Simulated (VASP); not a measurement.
A run of VASP 6.6.1:

INCAR

```
SYSTEM = TiC3
PREC = Accurate
ENCUT = 600
EDIFF = 1E-7
ISMEAR = 0
SIGMA = 0.1
LREAL = .FALSE.
LASPH = .TRUE.
NELM = 80
ALGO = Normal
ISIF = 3
LWAVE = .FALSE.
LCHARG = .FALSE.
GGA = PE
IBRION = 2
NSW = 100
EDIFFG = -0.01
```

Contents of KPOINTS:

```
Automatic mesh
0
G
  12 12 12
  0 0 0
```

POSCAR

```
TiC3
1.0
    4.0583111210      0.0000000000      0.0000000000
    0.0000000000      4.0583111210      0.0000000000
    0.0000000000      0.0000000000      4.0583111210
Ti C
1 3
Direct
    0.0000000000      0.0000000000      0.0000000000
    0.5000000000      0.0000000000      0.0000000000
    0.0000000000      0.5000000000      0.0000000000
    0.0000000000      0.0000000000      0.5000000000
```

Potentials or basis: VASP PAW PBE potentials, release 64 (Ti_sv, C).

The run is started by

```console
$ cat potpaw_PBE.64/Ti_sv/POTCAR potpaw_PBE.64/C/POTCAR > POTCAR
$ mpirun -np 1 vasp_std > vasp.out
```

Hardware: 1 thread of Intel Xeon 8259CL, with other jobs on the host.

Estimate the wall time of this run.

Wall time 3.8 min on 1 thread of Intel Xeon 8259CL (shared host), peak memory 0.26 GiB. Counts: scf iterations 37, k points 84, ion steps 3.
